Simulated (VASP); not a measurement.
ZnS:

```
Zn S
1.0
     0.00000    2.75499    2.75499
     2.75499    0.00000    2.75499
     2.75499    2.75499    0.00000
Zn S
1 1
Direct
  0.75000 0.75000 0.75000
  0.00000 0.00000 0.00000
```

Base run:

| Item | Value |
| --- | --- |
| Program | VASP 6.6.1 |
| Functional | BLYP |
| Dispersion | D3(BJ) |
| Potentials or basis | VASP PAW PBE potentials, release 64 (Zn, S) |
| Cutoff | 520 eV |
| k mesh | 9 × 9 × 9 |
| Occupations | fermi-dirac, width 0.05 eV |
| Spin | no spin polarisation |

Its results: band gap on the k mesh 1.86 eV, direct; pressure -4.4 GPa.

Task: After a change of settings the same cell gave: band gap on the k mesh 1.86 eV, direct; pressure 1.2 GPa. Which change was it?
A. functional from BLYP to PBEsol; dispersion from D3(BJ) to none
B. functional from BLYP to revPBE; dispersion from D3(BJ) to none
C. functional from BLYP to r2SCAN; dispersion from D3(BJ) to D4
D. dispersion from D3(BJ) to none

Result: D.

Dispersion adds attraction, which lowers the pressure at fixed volume and, as a term added to the energy, leaves the levels alone.

Caveats: the PAW data sets were made with another functional, which shifts forces and pressure a little.
